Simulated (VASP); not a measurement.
A run of VASP 6.6.1 is set up as follows.

File INCAR:

```
SYSTEM = RbBa3
PREC = Accurate
ENCUT = 520
EDIFF = 1E-6
ISMEAR = 0
SIGMA = 0.1
LREAL = .FALSE.
LASPH = .TRUE.
NELM = 100
ALGO = Normal
ISIF = 2
LWAVE = .FALSE.
LCHARG = .FALSE.
GGA = PS
NBANDS = 28
```

KPOINTS

```
regular mesh
0
G
  6 6 6
  0 0 0
```

The input POSCAR:

```
RbBa3
1.0
    0.0000000000      5.1811550000      5.1811550000
    5.1811550000      0.0000000000      5.1811550000
    5.1811550000      5.1811550000      0.0000000000
Rb Ba
1 3
Direct
    0.0135105010     -0.0620575914      0.0279069049
    0.2500000000      0.2500000000      0.2500000000
    0.7500000000      0.7500000000      0.7500000000
    0.5000000000      0.5000000000      0.5000000000
```

Potentials or basis: VASP PAW PBE potentials, release 64 (Rb_sv, Ba_sv).

The run is started by

```sh
$ cat potpaw_PBE.64/Rb_sv/POTCAR potpaw_PBE.64/Ba_sv/POTCAR > POTCAR
$ mpirun -np 1 vasp_std > vasp.out
```

**Question.** What does it give for the pressure?

**Answer.** -0.4 GPa.

**Question.** Estimate the largest force.

**Answer.** 0.353 eV/Å.

Forces in eV/Å, atoms in the order of the input:
```
Rb   0.168 -0.202  0.236
Ba  -0.110  0.121 -0.133
Ba  -0.052  0.073 -0.092
Ba  -0.006  0.008 -0.010
```

Caveat: the cell differs from its parent crystal (one atom moved); the PAW data sets were made with another functional, which shifts forces and pressure a little.
